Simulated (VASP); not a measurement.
Wanted: the native input for a VASP 6.6.1 run.

| Property | Result |
| --- | --- |
| Task | dielectric tensor |
| Functional | r2SCAN |
| Potentials or basis | VASP PAW PBE potentials, release 64 (Be, Te) |
| Cutoff | 520 eV |
| k mesh | 6 × 6 × 6 |
| Occupations | gaussian, width 0.01 eV |
| Spin | no spin polarisation |
| Dipole correction | no |
| Further INCAR settings | ALGO = Normal; EDIFF = 1e-08 |

The structure of BeTe lies in POSCAR:

```
BeTe
1.0
    0.0000000000      2.8286236224      2.8286236224
    2.8286236224      0.0000000000      2.8286236224
    2.8286236224      2.8286236224      0.0000000000
Be Te
1 1
Direct
    0.0000000000      0.0000000000      0.0000000000
    0.2500000000      0.2500000000      0.2500000000
```

These files were run (other wordings do the same):

INCAR

```
SYSTEM = BeTe
ALGO = Normal ; EDIFF = 1E-8
ENCUT = 520 ; ISIF = 2
ISMEAR = 0 ; LASPH = .True.
LCALCEPS = .True. ; LCHARG = .False.
LMIXTAU = .True. ; LREAL = .False.
LWAVE = .False. ; METAGGA = R2SCAN
NELM = 60 ; PREC = Accurate
SIGMA = 0.01
```

KPOINTS

```
k-points
0
Gamma
  6 6 6
  0 0 0
```

Potentials or basis: VASP PAW PBE potentials, release 64 (Be, Te).

Command:

```sh
$ cat potpaw_PBE.64/Be/POTCAR potpaw_PBE.64/Te/POTCAR > POTCAR
$ mpirun -np 1 vasp_std > vasp.out
```

It gave:

```
Band gap on the k mesh                  : 2.37 eV (least direct gap 4.03 eV)
Electronic dielectric tensor (diagonal) : 6.78
Born charges (mean of the diagonal)     : Be +1.43; Te -1.43 e
```

Caveat: spin-orbit coupling is left out, which moves the levels of the heavy elements.

It took 13 min on 1 thread of AMD EPYC 9R45 96-Core Processor (Zen 5), with other jobs on the host, peak memory 0.25 GiB.
